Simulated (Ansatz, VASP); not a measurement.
# Bi: VASP beside Ansatz

```
Bi
1.0
     4.27900    0.00000    0.00000
    -2.13950    3.70572    0.00000
     0.00000    0.00000   28.00000
Bi
2
Direct
  0.33333 0.66667 0.50661
  0.66667 0.33333 0.49339
```

Alike in both runs: task single point; functional PBE; k mesh 9 × 9 × 1; occupations gaussian, width 0.02 eV; no spin polarisation.

```csv
,VASP,Ansatz
version,VASP 6.6.1,Ansatz 0.2.0
potentials or method,"VASP PAW PBE potentials, release 64 (Bi_d), cutoff 520 eV","scalar-relativistic, plane waves, PAW"
valence electrons in the cell,30,30
```

VASP gave:

| Item | Value |
| --- | --- |
| gap on the k mesh at the Fermi level (eV) | none |
| rms of the force components (eV/Å) | 1.727 |

Problem. Which values does Ansatz return?

Solution. gap on the k mesh at the Fermi level (eV): none; rms of the force components (eV/Å): 1.738.

Atom by atom the forces differ by 0.011 eV/Å (rms over components). A gap of «none» marks a metal or a gap that the smearing closes.

Neither program's run includes spin-orbit coupling.
